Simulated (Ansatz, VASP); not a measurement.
**One calculation of Al, two programs**

INCAR

```
SYSTEM = Al
  ALGO = Normal
  DIPOL = 0.5 0.5 0.500
  EDIFF = 1E-6
  ENCUT = 520
  GGA = PE
  IDIPOL = 3
  ISIF = 2
  ISMEAR = 0
  LASPH = .True.
  LCHARG = .False.
  LDIPOL = .True.
  LREAL = .False.
  LWAVE = .False.
  NBANDS = 22
  NELM = 60
  PREC = Accurate
  SIGMA = 0.1
```

The input KPOINTS:

```
k-points
0
Gamma
  2 2 1
  0 0 0
```

File POSCAR:

```
Al
1.0
    2.8571513840      0.0000000000      0.0000000000
    0.0000000000      4.0406222370      0.0000000000
    0.0000000000      0.0000000000     25.0000298441
Al
8
Direct
    0.5000000000      0.5000000000      0.2999996419
    0.0000000000      0.0000000000      0.3571426013
    0.5000000000      0.5000000000      0.4142855608
    0.0000000000      0.0000000000      0.4714285203
    0.5000000000      0.5000000000      0.5285714797
    0.0000000000      0.0000000000      0.5857144392
    0.5000000000      0.5000000000      0.6428573987
    0.0000000000      0.0000000000      0.7000003581
```

Input for Ansatz:

```yaml
crystal:
  lattice:
    - [2.857151384, 0.0, 0.0]
    - [0.0, 4.040622237, 0.0]
    - [0.0, 0.0, 25.0000298441]
  atoms:
    - { symbol: Al, position: [0.5, 0.5, 0.2999996419] }
    - { symbol: Al, position: [0.0, 0.0, 0.3571426013] }
    - { symbol: Al, position: [0.5, 0.5, 0.4142855608] }
    - { symbol: Al, position: [0.0, 0.0, 0.4714285203] }
    - { symbol: Al, position: [0.5, 0.5, 0.5285714797] }
    - { symbol: Al, position: [0.0, 0.0, 0.5857144392] }
    - { symbol: Al, position: [0.5, 0.5, 0.6428573987] }
    - { symbol: Al, position: [0.0, 0.0, 0.7000003581] }
basis:
  ecutwfc: 420
kpoints:
  mp_grid: { grid: [2, 2, 1] }
hamiltonian:
  xc: pbe
scf:
  occupations: { method: gaussian, width: 0.1 }
output:
  forces: true
  stress: true
  eigenvalues: true
efield:
  axis: 3
  dipole_correction: true
  ramp_width: 0.04
```

Alike in both runs: task single point; functional PBE; k mesh 2 × 2 × 1; occupations gaussian, width 0.1 eV; no spin polarisation.

```csv
,VASP,Ansatz
version,VASP 6.6.1,Ansatz 0.2.0
potentials or method,"VASP PAW PBE potentials, release 64 (Al), cutoff 520 eV","scalar-relativistic, plane waves, PAW"
valence electrons in the cell,24,24
```

|  | VASP | Ansatz | Ansatz less VASP |
| --- | --- | --- | --- |
| gap on the k mesh at the Fermi level (eV) | none | none | - |
| rms of the force components (eV/Å) | 0.230 | 0.229 | -0.0005 |

Atom by atom the forces differ by 0.001 eV/Å (rms over components). A gap of «none» marks a metal or a gap that the smearing closes. The functional is the same, so the differences come from potentials, cutoffs and numerics.

The k mesh is coarse, so the values compare programs but aren't converged.
